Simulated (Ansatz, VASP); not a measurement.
## PClF in VASP and in Ansatz

```
P F Cl
1.0
     3.77403    0.00000    0.00000
     0.00000    3.77403    0.00000
     0.00000    0.00000    6.64546
P F Cl
2 2 2
Cartesian
  0.0000 1.8870 1.4259
  1.8870 0.0000 5.2195
  0.0000 0.0000 0.0000
  1.8870 1.8870 0.0000
  0.0000 1.8870 4.3662
  1.8870 0.0000 2.2793
```

Alike in both runs: functional r2SCAN; k mesh 8 × 8 × 5; occupations fermi-dirac, width 0.1126 eV; no spin polarisation.

Ansatz relaxed the structure, and its values are those at the end. VASP's run is a single point on that final structure, the one shown.

|  | VASP | Ansatz |
| --- | --- | --- |
| version | VASP 6.6.1 | Ansatz 0.2.0 |
| potentials or method | VASP PAW PBE potentials, release 64 (P, F, Cl), cutoff 520 eV | PAW plane waves |
| valence electrons in the cell | 38 | 38 |

|  | VASP | Ansatz | Ansatz less VASP |
| --- | --- | --- | --- |
| pressure (GPa) | -3.7 | -3.5 | +0.23 |
| rms of the force components (eV/Å) | 0.003 | 0.000 | -0.0031 |

VASP's potentials were made for PBE, not for r2SCAN. Ansatz's warnings: stress scf threshold loose.
